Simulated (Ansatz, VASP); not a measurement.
## One calculation of ScAl3, two programs

File INCAR:

```
PREC     = Accurate       # precision mode
ENCUT    = 600            # plane-wave cutoff, eV
EDIFF    = 1E-6           # SCF threshold, eV
ISMEAR   = 0              # smearing method
SIGMA    = 0.1            # smearing width, eV
LREAL    = False          # projectors in reciprocal space
LASPH    = True           # aspherical terms in the spheres
NELM     = 100            # most SCF steps
ALGO     = Normal         # electronic algorithm
ISIF     = 3              # what is computed and relaxed
LWAVE    = False          # write WAVECAR
LCHARG   = False          # write CHGCAR
GGA      = CA             # functional
IBRION   = 2              # ionic algorithm
NSW      = 100            # ionic steps
EDIFFG   = -0.002         # ionic threshold
```

File KPOINTS:

```
Automatic mesh
0
Gamma
  10 10 10
```

The input POSCAR:

```
ScAl3
1.0
    4.0878065700      0.0000000000      0.0000000000
    0.0000000000      4.0878065700      0.0000000000
    0.0000000000      0.0000000000      4.0878065700
Sc Al
1 3
Direct
    0.0000000000      0.0000000000      0.0000000000
    0.5000000000      0.0000000000      0.5000000000
    0.0000000000      0.5000000000      0.5000000000
    0.5000000000      0.5000000000      0.0000000000
```

Input for Ansatz:

```yaml
crystal:
  lattice:
    - [4.08780657, 0.0, 0.0]
    - [0.0, 4.08780657, 0.0]
    - [0.0, 0.0, 4.08780657]
  atoms:
    - { symbol: Sc, position: [0.0, 0.0, 0.0] }
    - { symbol: Al, position: [0.5, 0.0, 0.5] }
    - { symbol: Al, position: [0.0, 0.5, 0.5] }
    - { symbol: Al, position: [0.5, 0.5, 0.0] }
basis:
  ecutwfc: 420
kpoints:
  mp_grid: { grid: [10, 10, 10] }
hamiltonian:
  xc: lda
scf:
  occupations: { method: gaussian, width: 0.1 }
output:
  forces: true
  stress: true
  eigenvalues: true
  write_density: true
  write_potential: true
  elf: true
  volumetric_format: npy
relax:
  adjacent_minimum: "off"
  f_tol: 0.002
  max_steps: 80
  cell: { stress_tol: 0.02 }
```

Alike in both runs: task relaxation of cell and atoms; functional LDA; k mesh 10 × 10 × 10; occupations gaussian, width 0.1 eV; no spin polarisation.

|  | VASP | Ansatz |
| --- | --- | --- |
| version | VASP 6.6.1 | Ansatz 0.2.0 |
| potentials or method | VASP PAW LDA potentials, release 64 (Sc_sv, Al), cutoff 600 eV | scalar-relativistic, plane waves, PAW |
| valence electrons in the cell | 20 | 20 |

|  | VASP | Ansatz | Ansatz less VASP |
| --- | --- | --- | --- |
| gap on the k mesh at the Fermi level, each at its own relaxed structure (eV) | none | none | - |
| relaxed volume (Å³/atom) | 16.41 | 16.38 | -0.031 |
| relaxed cell length with the largest relative difference (Å) | 4.034 | 4.031 | -0.0025 |

LDA's correlation is that of Perdew and Zunger in VASP and of Perdew and Wang (1992) in Ansatz. A gap of «none» marks a metal or a gap that the smearing closes.
